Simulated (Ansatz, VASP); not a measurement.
**Two plane-wave programs on CdSe**

```
Cd Se
1.0
     0.00000    3.22378    2.78483
     3.22378    0.00000    2.78483
     3.22378    3.22378    0.00000
Cd Se
1 1
Direct
  0.00000 0.00000 0.00000
  0.75000 0.75000 0.75000
```

Alike in both runs: task single point; functional LDA; k mesh 6 × 6 × 6; occupations gaussian, width 0.05 eV; no spin polarisation.

|  | VASP | Ansatz |
| --- | --- | --- |
| version | VASP 6.6.1 | Ansatz 0.2.0 |
| potentials or method | VASP PAW LDA potentials, release 64 (Cd, Se), cutoff 520 eV | plane waves, PAW |
| valence electrons in the cell | 18 | 36 |

```tsv
	VASP	Ansatz	Ansatz less VASP
pressure (GPa)	-3.3	-3.7	-0.36
traceless stress, the component that is largest in VASP (GPa)	1.67	1.70	+0.038
```

LDA's correlation is that of Perdew and Zunger in VASP and of Perdew and Wang (1992) in Ansatz. VASP's potentials hold 18 valence electrons a cell and Ansatz's 36, so a difference there can come from the potentials and not from the codes.
